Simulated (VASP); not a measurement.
# ZnS (R3m) in VASP: a series of runs

The runs below take ZnS through single point, with PBE.

Program: VASP 6.6.1. These are calculated values, not measurements. Logs are shortened: lines on timing, memory, paths and dates and some standing lists are left out, and cuts for length are marked.

## Step 1: The cell of the first run

Symmetry: R3m, No. 160, trigonal system. The conventional cell has a = 3.849 Å, b = 3.849 Å, c = 9.428 Å, α = 90.00°, β = 90.00°, γ = 120.00°. Zn (site symmetry 3m) has 4 S at 2.26 to 2.73 Å within 3.0 Å. S (site symmetry 3m) has 4 Zn at 2.26 to 2.73 Å within 3.0 Å.

## Step 2: Single point, PBE

The input, INCAR:

```
ALGO = Normal
EDIFF = 1E-7
ENCUT = 520
GGA = PE
ISIF = 2
ISMEAR = 0
LASPH = True
LCHARG = False
LREAL = False
LWAVE = False
NBANDS = 16
NELM = 80
PREC = Accurate
SIGMA = 0.05
```

The input, KPOINTS:

```
k-points
0
Gamma
  8 8 8
```

The input, POSCAR:

```
ZnS
1.0
    0.0000000000      2.7215639840      2.7215639840
    2.7215639840      0.0000000000      2.7215639840
    2.7215639840      2.7215639840      0.0000000000
Zn S
1 1
Direct
    0.0000000000      0.0000000000      0.0000000000
    0.8693282717      0.7102239094      0.7102239094
```

Potentials or basis: VASP PAW PBE potentials, release 64 (Zn, S).

Command:

```
> cat potpaw_PBE.64/Zn/POTCAR potpaw_PBE.64/S/POTCAR > POTCAR
> mpirun -np 1 vasp_std > vasp.out
```

OUTCAR:

```text
EDIFF = 1E-7
   ENCUT = 520
   GGA = PE
   ISIF = 2
   ISMEAR = 0
   LASPH = True
   LREAL = False
   NELM = 80
   PREC = Accurate

 ion  position               nearest neighbor table
   1  0.000  0.000  0.000-   2 2.26   2 2.26   2 2.26   2 2.73
   2  0.869  0.710  0.710-   1 2.26   1 2.26   1 2.26   1 2.73

  LATTYP: Found a face centered cubic cell.
 ALAT       =     5.4431279680

  Lattice vectors:

 A1 = (   0.0000000000,   2.7215639840,   2.7215639840)
 A2 = (   2.7215639840,   0.0000000000,   2.7215639840)
 A3 = (   2.7215639840,   2.7215639840,   0.0000000000)

Analysis of symmetry for initial positions (statically):
=====================================================================
 Subroutine PRICEL returns:
 Original cell was already a primitive cell.

 Routine SETGRP: Setting up the symmetry group for a
 face centered cubic supercell.

 Subroutine GETGRP returns: Found  6 space group operations
 (whereof  6 operations were pure point group operations)
 out of a pool of 48 trial point group operations.

The static configuration has the point symmetry C_3v.

Analysis of symmetry for dynamics (positions and initial velocities):
=====================================================================
 Subroutine PRICEL returns:
 Original cell was already a primitive cell.

 Routine SETGRP: Setting up the symmetry group for a
 face centered cubic supercell.

 Subroutine GETGRP returns: Found  6 space group operations
 (whereof  6 operations were pure point group operations)
 out of a pool of 48 trial point group operations.

The dynamic configuration has the point symmetry C_3v.

 Subroutine INISYM returns: Found  6 space group operations
 (whereof  6 operations are pure point group operations),
 and found     1 'primitive' translations

----------------------------------------------------------------------------------------

                                     Primitive cell

  volume of cell :      40.3168

  direct lattice vectors                    reciprocal lattice vectors
     0.000000000  2.721563984  2.721563984    -0.183717893  0.183717893  0.183717893
     2.721563984  0.000000000  2.721563984     0.183717893 -0.183717893  0.183717893
     2.721563984  2.721563984  0.000000000     0.183717893  0.183717893 -0.183717893

  length of vectors
     3.848872697  3.848872697  3.848872697     0.318208724  0.318208724  0.318208724

  position of ions in fractional coordinates (direct lattice)
     0.000000000  0.000000000  0.000000000
     0.869328272  0.710223909  0.710223909

  ion indices of the primitive-cell ions
   primitive index   ion index
                 1           1
                 2           2

----------------------------------------------------------------------------------------

 KPOINTS: k-points

Automatic generation of k-mesh.
 Grid dimensions read from file:
 generate k-points for:    8    8    8

 Generating k-lattice:

  Cartesian coordinates                     Fractional coordinates (reciprocal lattice)
    -0.022964737  0.022964737  0.022964737     0.125000000  0.000000000  0.000000000
     0.022964737 -0.022964737  0.022964737     0.000000000  0.125000000  0.000000000
     0.022964737  0.022964737 -0.022964737     0.000000000  0.000000000  0.125000000

  Length of vectors
     0.039776091  0.039776091  0.039776091

  Shift w.r.t. Gamma in fractional coordinates (k-lattice)
     0.000000000  0.000000000  0.000000000

 Subroutine IBZKPT returns following result:
 ===========================================

 Found     65 irreducible k-points:

 Following reciprocal coordinates:
            Coordinates               Weight
  0.000000  0.000000  0.000000      1.000000
  0.125000  0.000000  0.000000      2.000000
  0.000000  0.125000  0.000000      6.000000
  0.250000  0.000000  0.000000      2.000000
  0.000000  0.250000  0.000000      6.000000
  0.375000  0.000000  0.000000      2.000000
[... 16 lines left out ...]
 -0.250000  0.125000  0.000000      6.000000
  0.000000 -0.250000  0.125000     12.000000
 [... further k-points ...]
   k-points           NKPTS =     65   k-points in BZ     NKDIM =     65   number of bands    NBANDS=     16
   number of dos      NEDOS =    301   number of ions     NIONS =      2
   total plane-waves  NPLWV =  27000
   dimension x,y,z NGX =    30 NGY =   30 NGZ =   30
   dimension x,y,z NGXF=    60 NGYF=   60 NGZF=   60
   ions per type =               1   1
   NGX,Y,Z   is equivalent  to a cutoff of  12.96, 12.96, 12.96 a.u.
   NGXF,Y,Z  is equivalent  to a cutoff of  25.92, 25.92, 25.92 a.u.
 SYSTEM =  unknown system
   PREC   = accura    normal or accurate (medium, high low for compatibility)
   ISTART =      0    job   : 0-new  1-cont  2-samecut
   ICHARG =      2    charge: 1-file 2-atom 10-const
   ISPIN  =      1    spin polarized calculation?
   LNONCOLLINEAR =      F non collinear calculations
   LSORBIT =      F    spin-orbit coupling
   LASPH  =      T    aspherical Exc in radial PAW
   ENCUT  =  520.0 eV  38.22 Ry    6.18 a.u.   7.16  7.16  7.16*2*pi/ulx,y,z
   NELM   =     80;   NELMIN=  2; NELMDL= -5     # of ELM steps
   EDIFF  = 0.1E-06   stopping-criterion for ELM
   LREAL  =      F    real-space projection
   EDIFFG = 0.1E-05   stopping-criterion for IOM
   NSW    =      0    number of steps for IOM
   IBRION =     -1    ionic relax: 0-MD 1-quasi-New 2-CG
   NFREE  =      0    steps in history (QN), initial steepest desc. (CG)
   ISIF   =      2    stress and relaxation
   ISYM   =      2    0-nonsym 1-usesym 2-fastsym
   POTIM  = 0.5000    time-step for ionic-motion
   TEBEG  =    0.0;   TEEND  =   0.0 temperature during run
   PSTRESS=    0.0 pullay stress
   NELECT =      18.0000    total number of electrons
   NUPDOWN=      -1.0000    fix difference up-down
   EMIN   =  10.00;   EMAX   =-10.00  energy-range for DOS
   EFERMI =   0.00;   METHOD = LEGACY
   ISMEAR =     0;   SIGMA  =   0.05  broadening in eV -4-tet -1-fermi 0-gaus
   EFERMI_NEDOS =   21; number of points for ismear=-14 and -15
   IALGO  =     38    algorithm
   IMIX   =      4    mixing-type and parameters
     AMIX     =   0.40;   BMIX     =  1.00
     AMIX_MAG =   1.60;   BMIX_MAG =  1.00
  volume/ion in A,a.u.               =      20.16       136.04
  Fermi-wavevector in a.u.,A,eV,Ry     =   1.251230  2.364482 21.300959  1.565576
  Thomas-Fermi vector in A             =   2.385187
   LORBIT       =      0    0 simple, 1 ext, 2 COOP (PROOUT), +10 PAW based schemes
   GGA     = PE    functional components
   LHFCALC =     F    Hartree Fock is set to
   AEXX    =    0.0000 exact exchange contribution
   IVDW    =     0    specifies the selected vdW correction
   LEPSILON=     F    determine dielectric tensor
   LRPA    =     F    only Hartree local field effects (RPA)
 non-spin polarized calculation
 Gauss-broadening in eV      SIGMA  =   0.05
  energy-cutoff  :      520.00
  volume of cell :       40.32
 maximum number of plane-waves:      1106
 NGX is ok and might be reduce to    30
   NGX = 15   NGY = 15   NGZ = 15

 number of electron      18.0000008 magnetization

 Free energy of the ion-electron system (eV)
  ---------------------------------------------------
  ext. energy  EPLUGINS =         0.00000000
  ---------------------------------------------------
  free energy    TOTEN  =        -6.63920564 eV

  energy without entropy =       -6.63920564  energy(sigma->0) =       -6.63920564

 E-fermi :   2.1896     XC(G=0):  -9.5298

 val. band max:        1.9670392776   @ k =   0.0000   0.0000   0.0000
 cond. band min:       3.9680408121   @ k =   0.0000   0.0000   0.0000
 fundamental gap:      2.0010015345
 Fermi energy:         2.1896170021

 k-point     1 :       0.0000    0.0000    0.0000
  band No.  band energies     occupation
      1     -11.1592      2.00000
      2      -4.6344      2.00000
      3      -4.6344      2.00000
      4      -4.2141      2.00000
      5      -4.0281      2.00000
      6      -4.0281      2.00000
[... 8 lines left out ...]
     15      13.5548      0.00000
     16      13.5548      0.00000

 k-point     2 :       0.1250    0.0000    0.0000
  band No.  band energies     occupation
      1     -11.0608      2.00000
      2      -4.6298      2.00000
      3      -4.6298      2.00000
      4      -4.2027      2.00000
      5      -4.0245      2.00000
      6      -4.0245      2.00000
[... 8 lines left out ...]
     15      13.1850      0.00000
     16      14.4392      0.00000

 k-point     3 :       0.0000    0.1250    0.0000
  band No.  band energies     occupation
      1     -11.0425      2.00000
      2      -4.6376      2.00000
      3      -4.5949      2.00000
      4      -4.2051      2.00000
      5      -4.0331      2.00000
      6      -4.0291      2.00000
[... 8 lines left out ...]
     15      12.9345      0.00000
     16      14.1833      0.00000

 k-point     4 :       0.2500    0.0000    0.0000
  band No.  band energies     occupation
      1     -10.8076      2.00000
      2      -4.6212      2.00000
      3      -4.6212      2.00000
      4      -4.1377      2.00000
      5      -4.0125      2.00000
      6      -4.0125      2.00000
[... 8 lines left out ...]
     15      13.2273      0.00000
     16      13.8345      0.00000

 k-point     5 :       0.0000    0.2500    0.0000
  band No.  band energies     occupation
      1     -10.7372      2.00000
      2      -4.6131      2.00000
      3      -4.4969      2.00000
      4      -4.1937      2.00000
      5      -4.0423      2.00000
      6      -4.0137      2.00000
[... 8 lines left out ...]
     15      12.8381      0.00000
     16      13.9206      0.00000

 k-point     6 :       0.3750    0.0000    0.0000
  band No.  band energies     occupation
      1     -10.5275      2.00000
      2      -4.6165      2.00000
      3      -4.6165      2.00000
      4      -3.9954      2.00000
      5      -3.9954      2.00000
      6      -3.9538      2.00000
[... 8 lines left out ...]
     15      14.2927      0.00000
     16      14.2927      0.00000

 k-point     7 :       0.0000    0.3750    0.0000
  band No.  band energies     occupation
      1     -10.3889      2.00000
      2      -4.4929      2.00000
      3      -4.3971      2.00000
      4      -4.1654      2.00000
      5      -4.0439      2.00000
      6      -3.9670      2.00000
[... 8 lines left out ...]
     15      13.3790      0.00000
     16      14.3182      0.00000

 k-point     8 :       0.5000    0.0000    0.0000
  band No.  band energies     occupation
      1     -10.4019      2.00000
      2      -4.6156      2.00000
      3      -4.6156      2.00000
      4      -3.9869      2.00000
      5      -3.9869      2.00000
      6      -3.7640      2.00000
[... 8 lines left out ...]
     15      15.3386      0.00000
     16      15.3386      0.00000

 k-point     9 :       0.0000    0.5000    0.0000
  band No.  band energies     occupation
      1     -10.2283      2.00000
      2      -4.3951      2.00000
      3      -4.3569      2.00000
      4      -4.0705      2.00000
      5      -4.0401      2.00000
      6      -3.8619      2.00000
[... 8 lines left out ...]
     15      14.5976      0.00000
     16      15.5992      0.00000
[... 172 lines left out ...]
 k-point    19 :       0.1250    0.0000    0.5000
  band No.  band energies     occupation
      1     -10.1957      2.00000
      2      -4.4110      2.00000
      3      -4.3466      2.00000
      4      -4.0699      2.00000
      5      -4.0321      2.00000
      6      -3.8863      2.00000
[... 8 lines left out ...]
     15      14.6384      0.00000
     16      15.6679      0.00000

 k-point    20 :      -0.3750    0.1250    0.0000
  band No.  band energies     occupation
      1     -10.3878      2.00000
      2      -4.6144      2.00000
      3      -4.5728      2.00000
      4      -4.0494      2.00000
      5      -4.0029      2.00000
      6      -3.8198      2.00000
[... 8 lines left out ...]
     15      14.5320      0.00000
     16      15.9790      0.00000

 k-point    21 :       0.0000   -0.3750    0.1250
  band No.  band energies     occupation
      1     -10.2420      2.00000
      2      -4.4246      2.00000
      3      -4.3351      2.00000
      4      -4.1193      2.00000
      5      -4.0415      2.00000
      6      -3.9355      2.00000
[... 8 lines left out ...]
     15      14.4403      0.00000
     16      15.3496      0.00000

 k-point    22 :       0.1250    0.0000   -0.3750
  band No.  band energies     occupation
      1     -10.2659      2.00000
      2      -4.4797      2.00000
      3      -4.3842      2.00000
      4      -4.1526      2.00000
      5      -4.0466      2.00000
      6      -3.8687      2.00000
[... 8 lines left out ...]
     15      14.2924      0.00000
     16      16.2819      0.00000

 k-point    23 :      -0.2500    0.1250    0.0000
  band No.  band energies     occupation
      1     -10.6235      2.00000
      2      -4.6218      2.00000
      3      -4.5765      2.00000
      4      -4.1262      2.00000
      5      -4.0263      2.00000
      6      -3.9547      2.00000
[... 8 lines left out ...]
     15      14.4456      0.00000
     16      15.1700      0.00000

 k-point    24 :       0.0000   -0.2500    0.1250
  band No.  band energies     occupation
      1     -10.5322      2.00000
      2      -4.5618      2.00000
      3      -4.4166      2.00000
      4      -4.1791      2.00000
      5      -4.0359      2.00000
      6      -4.0233      2.00000
[... 8 lines left out ...]
     15      13.9253      0.00000
     16      14.9312      0.00000

 [... further k-points ...]

------------------------ aborting loop because EDIFF is reached ----------------------------------------

  FORCE on cell =-STRESS in cart. coord.  units (eV):
  Direction    XX          YY          ZZ          XY          YZ          ZX
  --------------------------------------------------------------------------------------
  -------------------------------------------------------------------------------------
  Total        0.6527383      0.6527383      0.6527383      0.4644568     -0.4644568      0.4644568
  in kB       25.9396439     25.9396439     25.9396439     18.4573906    -18.4573906     18.4573906
  external PRESSURE =      25.9396439 kB  Pullay stress =       0.0000000 kB

 VOLUME and BASIS-vectors are now :
 -----------------------------------------------------------------------------
  energy-cutoff  :      520.00
  volume of cell :       40.32
      direct lattice vectors                 reciprocal lattice vectors
     0.000000000  2.721563984  2.721563984    -0.183717893  0.183717893  0.183717893
     2.721563984  0.000000000  2.721563984     0.183717893 -0.183717893  0.183717893
     2.721563984  2.721563984  0.000000000     0.183717893  0.183717893 -0.183717893

 POSITION                                       TOTAL-FORCE (eV/Angst)
 -----------------------------------------------------------------------------------
      0.00000      0.00000      0.00000        -0.461753      0.461753      0.461753
      3.86584      4.29885      4.29885         0.461753     -0.461753     -0.461753
 -----------------------------------------------------------------------------------
    total drift:                                0.000055     -0.000057     -0.000057

  FREE ENERGIE OF THE ION-ELECTRON SYSTEM (eV)
  ---------------------------------------------------
  free  energy   TOTEN  =        -6.6392056391 eV

  energy  without entropy=       -6.6392056391  energy(sigma->0) =       -6.63920564
```

Wall time 84 s (1 thread of Intel Xeon 8259CL, shared host); peak memory 0.19 GiB.

Results:

- Free energy: -6.6392 eV
- Pressure: 2.6 GPa
- Largest force: 0.800 eV/Å
- Band gap on the k mesh: 2.00 eV

Forces on the atoms (eV/Å):
```
Zn  -0.462  0.462  0.462
S    0.462 -0.462 -0.462
```

Stress tensor (GPa, compression positive):
```
 2.59  1.85  1.85
 1.85  2.59 -1.85
 1.85 -1.85  2.59
```

Caveat: the cell differs from its parent crystal (all S atoms moved -0.375 Å, as atom 2 towards its neighbour atom 1 (Zn) at 2.357 Å).

[end of part 1 of 2]
